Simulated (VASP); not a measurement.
## ZnHgO2: single point with PBE

ZnHgO2:

```xyz
4
Lattice="3.3264 0.0000 0.0000 0.0000 3.3264 0.0000 0.0000 0.0000 5.1931" Properties=species:S:1:pos:R:3 pbc="T T T"
Zn    0.0000    0.0000    0.0000
O     0.0000    1.6632    1.0564
O     1.6632    0.0000    4.1366
Hg    1.6632    1.6632    2.5965
```

- Program: VASP 6.6.1
- Task: single point
- Functional: PBE
- Potentials or basis: VASP PAW PBE potentials, release 64 (Zn, O, Hg)
- Cutoff: 520 eV
- k mesh: 2 × 2 × 2
- Occupations: fermi-dirac, width 0.02 eV
- Spin: no spin polarisation
- Dipole correction: no
- Further INCAR settings: ALGO = Normal; EDIFF = 1e-06; NBANDS = 26

```json
{
 "Pressure": "6.3 GPa",
 "Largest force": "0.072 eV/Å",
 "Band gap on the k mesh": "zero (filled and empty bands touch)"
}
```

Forces in eV/Å, atoms in the order of the input:
```
Zn   0.000  0.000  0.000
O    0.000  0.000  0.072
O    0.000  0.000 -0.072
Hg   0.000  0.000  0.000
```

Stress tensor (GPa, compression positive):
```
8.15 0.00 0.00
0.00 8.15 0.00
0.00 0.00 2.63
```

Levels at points of the mesh, in eV from the Fermi level:
```tsv
k point	band 14	band 15	band 16	band 17	band 18	band 19	band 20	band 21	band 22	band 23
(0.00, 0.00, 0.00)	-2.12	-2.12	-0.94	-0.51	0.00	0.00	5.30	6.72	11.30	12.08
(0.50, 0.00, 0.00)	-3.15	-2.59	-1.75	-1.03	-0.54	3.14	4.45	7.48	9.15	9.21
(0.50, 0.50, 0.00)	-2.59	-2.31	-2.19	-1.93	-1.93	4.84	4.84	4.86	8.95	10.15
(0.00, 0.00, 0.50)	-2.14	-1.24	-1.24	-0.73	-0.73	1.72	3.03	8.24	10.19	11.92
(0.50, 0.00, 0.50)	-3.95	-1.25	-1.09	-0.61	-0.53	2.48	3.98	6.94	7.52	11.05
(0.50, 0.50, 0.50)	-2.73	-2.55	-2.55	-2.17	-1.86	5.04	6.47	6.47	8.92	9.21
```

Wall time 8.7 s on 1 thread of Intel Xeon 6975P-C, with other jobs on the host, peak memory 0.18 GiB.

Caveat: the k points lie up to 0.94 Å⁻¹ apart; spin-orbit coupling is left out, which moves the levels of the heavy elements.
